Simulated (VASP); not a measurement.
# Al12O in VASP: a series of runs, part 2 of 2

VASP 6.6.1. Earlier steps stand in the parts before.

## 4. Single point, PBE

INCAR

```
SYSTEM = Al12O
ALGO     = Normal         ! electronic algorithm
EDIFF    = 1E-6           ! SCF threshold, eV
ENCUT    = 520            ! plane-wave cutoff, eV
GGA      = PE             ! functional
ISIF     = 2              ! what is computed and relaxed
ISMEAR   = -1             ! smearing method
LASPH    = .TRUE.         ! aspherical terms in the spheres
LCHARG   = .FALSE.        ! write CHGCAR
LREAL    = .FALSE.        ! projectors in reciprocal space
LWAVE    = .FALSE.        ! write WAVECAR
NBANDS   = 33             ! bands
NELM     = 60             ! most SCF steps
PREC     = Accurate       ! precision mode
SIGMA    = 0.15           ! smearing width, eV
```

KPOINTS

```
k-points
0
G
  4 4 1
  0 0 0
```

POSCAR

```
Al12O
1.0
    5.7275650000      0.0000000000      0.0000000000
    2.8637820000      4.9602170000      0.0000000000
    0.0000000000      0.0000000000     15.6765370000
Al O
12 1
Direct
    0.1666666208      0.1666667003      0.0637895984
    0.6666667081      0.1666667003      0.0637895984
    0.1666666712      0.6666665995      0.0637895984
    0.6666667585      0.6666665995      0.0637895984
   -0.1682921157      0.3335662533      0.2140369394
    0.3345438977      0.3334803699      0.2139628797
   -0.1632679176      0.8268400354      0.2128796685
    0.3287598594      0.8426736169      0.2112850561
   -0.0126796647      0.0435698680      0.3662416642
    0.4643796463      0.0438690485      0.3661507640
   -0.0234867864      0.5423950202      0.3679420398
    0.4765379736      0.5429728175      0.3546095034
    0.7956443284     -0.0962435716      0.4194283470
```

Potentials or basis: VASP PAW PBE potentials, release 64 (Al, O).

Run with:

```
$ cat potpaw_PBE.64/Al/POTCAR potpaw_PBE.64/O/POTCAR > POTCAR
$ mpirun -np 1 vasp_std > vasp.out
```

OUTCAR:

```text
SYSTEM = Al12O
   EDIFF = 1E-6
   ENCUT = 520
   GGA = PE
   ISIF = 2
   ISMEAR = -1
   LASPH = .TRUE.
   LREAL = .FALSE.
   NELM = 60
   PREC = Accurate

 ion  position               nearest neighbor table
   1  0.167  0.167  0.064-   8 2.82   2 2.86   4 2.86   3 2.86   3 2.86   2 2.86   4 2.86   6 2.88
                             5 2.88
   2  0.667  0.167  0.064-   1 2.86   4 2.86   3 2.86   3 2.86   4 2.86   1 2.86   6 2.87   5 2.87
                             7 2.88
   3  0.167  0.667  0.064-   7 2.85   8 2.86   4 2.86   1 2.86   2 2.86   2 2.86   1 2.86   4 2.86
                             6 2.88
   4  0.667  0.667  0.064-   7 2.85   8 2.86   3 2.86   1 2.86   2 2.86   2 2.86   3 2.86   1 2.86
                             5 2.88
   5  0.832  0.334  0.214-   9 2.79  12 2.83   8 2.83   7 2.84   6 2.85   2 2.87   4 2.88   6 2.88
                             1 2.88   7 2.89   8 2.90  11 2.99
   6  0.335  0.333  0.214-  10 2.79  12 2.82   8 2.83   7 2.84   5 2.85   2 2.87   3 2.88   5 2.88
                             1 2.88   7 2.89   8 2.90  11 3.00
[... 572 lines left out ...]
------------------------ aborting loop because EDIFF is reached ----------------------------------------

  FORCE on cell =-STRESS in cart. coord.  units (eV):
  Direction    XX          YY          ZZ          XY          YZ          ZX
  --------------------------------------------------------------------------------------
  -------------------------------------------------------------------------------------
  Total       -4.8372472     -5.2815815     -0.2313578     -0.0080533     -0.8614617      0.0134331
  in kB      -17.4015538    -19.0000058     -0.8322884     -0.0289709     -3.0990297      0.0483244
  external PRESSURE =     -12.4112827 kB  Pullay stress =       0.0000000 kB

 VOLUME and BASIS-vectors are now :
 -----------------------------------------------------------------------------
  energy-cutoff  :      520.00
  volume of cell :      445.37
      direct lattice vectors                 reciprocal lattice vectors
     5.727565000  0.000000000  0.000000000     0.174594265 -0.100802024  0.000000000
     2.863782000  4.960217000  0.000000000     0.000000000  0.201604083  0.000000000
     0.000000000  0.000000000 15.676537000     0.000000000  0.000000000  0.063789598

 POSITION                                       TOTAL-FORCE (eV/Angst)
 -----------------------------------------------------------------------------------
      1.43189      0.82670      1.00000        -0.001820      0.031343     -0.054971
      4.29567      0.82670      1.00000         0.001661      0.201724      0.043550
      2.86378      3.30681      1.00000         0.105905     -0.087823      0.015895
      5.72757      3.30681      1.00000        -0.109311     -0.091184      0.016680
      5.71892      1.65456      3.35536         0.004752      0.025918      0.008709
      2.87114      1.65413      3.35420        -0.006080      0.023675      0.007258
      7.16033      4.10131      3.33722         0.002226      0.029528     -0.029871
      4.29623      4.17984      3.31222         0.000232      0.020232      0.027638
      5.77972      0.21612      5.74140         0.027238      0.089022     -0.017954
      2.78540      0.21760      5.73998        -0.026749      0.094607     -0.014467
      7.14634      2.69040      5.76806         0.006057      0.146349      0.104228
      4.28436      2.69326      5.55905        -0.002644     -0.032156     -0.007601
      7.14527      4.48283      6.57518        -0.001466     -0.451235     -0.099095
 -----------------------------------------------------------------------------------
    total drift:                                0.000037      0.000066     -0.000515

  FREE ENERGIE OF THE ION-ELECTRON SYSTEM (eV)
  ---------------------------------------------------
  free  energy   TOTEN  =       -51.1704915451 eV

  energy  without entropy=      -50.8249507360  energy(sigma->0) =      -50.99772114
```

OSZICAR:

```text
N       E                     dE             d eps       ncg     rms          rms(c)
DAV:   1     0.148263713819E+03    0.14826E+03   -0.13882E+04   660   0.948E+02
DAV:   2    -0.314567604803E+02   -0.17972E+03   -0.17065E+03   848   0.165E+02
DAV:   3    -0.541034664838E+02   -0.22647E+02   -0.22177E+02   936   0.552E+01
[... 13 lines left out ...]
DAV:  17    -0.511704076027E+02   -0.37473E-03   -0.20242E-04   797   0.739E-02    0.143E-02
DAV:  18    -0.511704702272E+02   -0.62624E-04   -0.25376E-05   797   0.333E-02    0.409E-03
DAV:  19    -0.511704862908E+02   -0.16064E-04   -0.67034E-06   775   0.120E-02    0.175E-03
DAV:  20    -0.511704907091E+02   -0.44183E-05   -0.10902E-06   648   0.722E-03    0.165E-03
DAV:  21    -0.511704915451E+02   -0.83606E-06   -0.40479E-07   600   0.303E-03
   1 F= -.51170492E+02 E0= -.50997721E+02  d E =-.345541E+00
```

Run time: 5.3 min. Hardware: 1 thread of Intel Xeon 6975P-C, shared host; peak memory 0.64 GiB.

Results:

| Item | Value |
| --- | --- |
| Free energy | -51.1705 eV |
| Largest force | 0.462 eV/Å |
| Band gap on the k mesh | zero (band 21 reaches 1.69 eV, above the bottom of band 22 at 1.19 eV) |

Forces on the atoms (eV/Å):
```
Al  -0.002  0.031 -0.055
Al   0.002  0.202  0.044
Al   0.106 -0.088  0.016
Al  -0.109 -0.091  0.017
Al   0.005  0.026  0.009
Al  -0.006  0.024  0.007
Al   0.002  0.030 -0.030
Al   0.000  0.020  0.028
Al   0.027  0.089 -0.018
Al  -0.027  0.095 -0.014
Al   0.006  0.146  0.104
Al  -0.003 -0.032 -0.008
O   -0.001 -0.451 -0.099
```
